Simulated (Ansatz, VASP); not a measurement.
## Two plane-wave programs on InSe

File INCAR:

```
SYSTEM = InSe
PREC     = Accurate       ! precision mode
ENCUT    = 520            ! plane-wave cutoff, eV
EDIFF    = 1E-7           ! SCF threshold, eV
ISMEAR   = 0              ! smearing method
SIGMA    = 0.02           ! smearing width, eV
LREAL    = .FALSE.        ! projectors in reciprocal space
LASPH    = .TRUE.         ! aspherical terms in the spheres
NELM     = 100            ! most SCF steps
ALGO     = Normal         ! electronic algorithm
ISIF     = 2              ! what is computed and relaxed
LWAVE    = .FALSE.        ! write WAVECAR
LCHARG   = .FALSE.        ! write CHGCAR
LDIPOL   = .TRUE.       
IDIPOL   = 3            
DIPOL    = 0.5 0.5 0.500
GGA      = PE             ! functional
IVDW     = 12             ! dispersion correction
NBANDS   = 27             ! bands
```

KPOINTS

```
regular mesh
0
G
  9 9 1
  0 0 0
```

The input POSCAR:

```
InSe
1.0
    4.2280000000      0.0000000000      0.0000000000
   -2.1140000000      3.6615554072      0.0000000000
    0.0000000000      0.0000000000     36.7199571806
Se In
2 2
Direct
    0.0000000000      0.0000000000      0.4250677313
    0.0000000000      0.0000000000      0.5749045073
    0.6666666667      0.3333333333      0.4611107345
    0.6666666667      0.3333333333      0.5388615635
```

Input for Ansatz:

```yaml
crystal:
  lattice:
    - [4.228, 0.0, 0.0]
    - [-2.114, 3.6615554072, 0.0]
    - [0.0, 0.0, 36.7199571806]
  atoms:
    - { symbol: Se, position: [0.0, 0.0, 0.4250677313] }
    - { symbol: In, position: [0.6666666667, 0.3333333333, 0.4611107345] }
    - { symbol: In, position: [0.6666666667, 0.3333333333, 0.5388615635] }
    - { symbol: Se, position: [0.0, 0.0, 0.5749045073] }
  periodic: [true, true, false]
basis:
  ecutwfc: 420
kpoints:
  mp_grid: { grid: [9, 9, 1] }
hamiltonian:
  xc: pbe
  pseudopotentials: { kind: paw, azcp: { folder: soft_1 } }
  dispersion: d3bj
scf:
  occupations: { method: gaussian, width: 0.02 }
output:
  forces: true
  stress: true
  eigenvalues: true
```

Alike in both runs: task single point; functional PBE; dispersion D3(BJ); k mesh 9 × 9 × 1; occupations gaussian, width 0.02 eV; no spin polarisation.

|  | VASP | Ansatz |
| --- | --- | --- |
| version | VASP 6.6.1 | Ansatz 0.2.0 |
| potentials or method | VASP PAW PBE potentials, release 64 (Se, In_d), cutoff 520 eV | scalar-relativistic, plane waves, PAW |
| valence electrons in the cell | 38 | 58 |

|  | VASP | Ansatz | Ansatz less VASP |
| --- | --- | --- | --- |
| gap on the k mesh at the Fermi level (eV) | 1.13 | 1.14 | +0.009 |
| least direct gap on the mesh (eV) | 1.18 | 1.19 | +0.008 |
| rms of the force components (eV/Å) | 0.354 | 0.360 | +0.0060 |

VASP's potentials hold 38 valence electrons a cell and Ansatz's 58, so a difference there can come from the potentials and not from the codes. Ansatz's warnings: structure snapped to symmetry.
